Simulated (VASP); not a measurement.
Fe, 2 atoms in the cell. Symmetry: P6_3/mmc, No. 194, hexagonal system. The conventional cell has a = 2.428 Å, b = 2.428 Å, c = 3.846 Å, α = 90.00°, β = 90.00°, γ = 120.00°. Fe (site symmetry -6m2) has 12 Fe at 2.38 to 2.43 Å within 3.1 Å. This isn't the form of Fe at room conditions, which is bcc.

- Program: VASP 6.6.1
- Task: single point
- Functional: PBEsol
- Potentials or basis: VASP PAW PBE potentials, release 64 (Fe)
- Cutoff: 520 eV
- k mesh: 12 × 12 × 6
- Occupations: gaussian, width 0.1 eV
- Spin: no spin polarisation
- Dipole correction: no
- Further INCAR settings: ALGO = Fast; EDIFF = 1e-07; NBANDS = 15

Potentials or basis: VASP PAW PBE potentials, release 64 (Fe).

The run is started by

```console
$ cat potpaw_PBE.64/Fe/POTCAR > POTCAR
$ mpirun -np 1 vasp_std > vasp.out
```

Hardware: 1 thread of Intel Xeon 8259CL (shared host).

Task: Estimate the wall time of this run.

Result: It took 37 s on 1 thread of Intel Xeon 8259CL, on a shared host, peak memory 0.14 GiB. Counts: scf iterations 16, k points 76.
